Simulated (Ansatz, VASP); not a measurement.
LiF: VASP beside Ansatz

The input INCAR:

```
  PREC = Accurate
  ENCUT = 520
  EDIFF = 1E-7
  ISMEAR = 0
  SIGMA = 0.05
  LREAL = F
  LASPH = T
  NELM = 100
  ALGO = Normal
  ISIF = 2
  LWAVE = F
  LCHARG = F
  NBANDS = 18
```

Contents of KPOINTS:

```
Automatic mesh
0
Gamma
  9 9 6
```

Contents of POSCAR:

```
LiF
1.0
    3.2202726386      0.0000000000      0.0000000000
   -1.6101363193      2.7888379121      0.0000000000
    0.0000000000      0.0000000000      4.3889095791
Li F
2 2
Direct
    0.3333333333      0.6666666667      0.3839784076
    0.6666666667      0.3333333333      0.8839784076
    0.3333333333      0.6666666667      0.9910195924
    0.6666666667      0.3333333333      0.4910195924
```

Input for Ansatz:

```yaml
crystal:
  lattice:
    - [3.2202726386, 0.0, 0.0]
    - [-1.6101363193, 2.7888379121, 0.0]
    - [0.0, 0.0, 4.3889095791]
  atoms:
    - { symbol: Li, position: [0.3333333333, 0.6666666667, 0.3839784076] }
    - { symbol: Li, position: [0.6666666667, 0.3333333333, 0.8839784076] }
    - { symbol: F, position: [0.3333333333, 0.6666666667, 0.9910195924] }
    - { symbol: F, position: [0.6666666667, 0.3333333333, 0.4910195924] }
basis:
  ecutwfc: 520.0
kpoints:
  mp_grid: { grid: [9, 9, 6] }
hamiltonian:
  xc: lda
scf:
  occupations: { method: gaussian, width: 0.05 }
output:
  forces: true
  stress: true
  eigenvalues: true
```

Alike in both runs: task single point; functional LDA; k mesh 9 × 9 × 6; occupations gaussian, width 0.05 eV; no spin polarisation.

```csv
,VASP,Ansatz
version,VASP 6.6.1,Ansatz 0.2.0
potentials or method,"VASP PAW LDA potentials, release 64 (Li_sv, F), cutoff 520 eV","scalar-relativistic, plane waves, PAW"
valence electrons in the cell,20,20
```

|  | VASP | Ansatz | Ansatz less VASP |
| --- | --- | --- | --- |
| gap on the k mesh at the Fermi level (eV) | 7.38 | 7.39 | +0.014 |
| least direct gap on the mesh (eV) | 7.38 | 7.39 | +0.014 |
| rms of the force components (eV/Å) | 0.363 | 0.355 | -0.0080 |

LDA's correlation is that of Perdew and Zunger in VASP and of Perdew and Wang (1992) in Ansatz. Atom by atom the forces differ by 0.008 eV/Å (rms over components).

Noted on VASP's run: the cutoff is short for stress, so the pressure is rough.
